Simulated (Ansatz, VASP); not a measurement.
# Two plane-wave programs on Ir

```
Ir
1.0
     0.00000    1.87171    2.01568
     1.87171    0.00000    2.01568
     1.87171    1.87171    0.00000
Ir
1
Cartesian
  0.0000 0.0000 0.0000
```

Change from the starting cell: strain -0.025 along x and y, +0.050 along z, atoms carried along.

Alike in both runs: task single point; functional PBEsol; k mesh 22 × 22 × 22; occupations gaussian, width 0.15 eV; no spin polarisation.

|  | VASP | Ansatz |
| --- | --- | --- |
| version | VASP 6.6.1 | Ansatz 0.2.0 |
| potentials or method | VASP PAW PBE potentials, release 64 (Ir_sv_GW), cutoff 560 eV | scalar-relativistic, plane waves, PAW |
| valence electrons in the cell | 17 | 17 |

```tsv
	VASP	Ansatz	Ansatz less VASP
gap on the k mesh at the Fermi level (eV)	none	none	-
pressure (GPa)	-2.4	-0.5	+1.89
traceless stress, the component that is largest in VASP (GPa)	-19.03	-19.08	-0.054
```

VASP's potentials were made for PBE, not for PBEsol. A gap of «none» marks a metal or a gap that the smearing closes. With one functional, cell and mesh, what is left measures potentials, basis and numerics.

Neither program's run includes spin-orbit coupling.
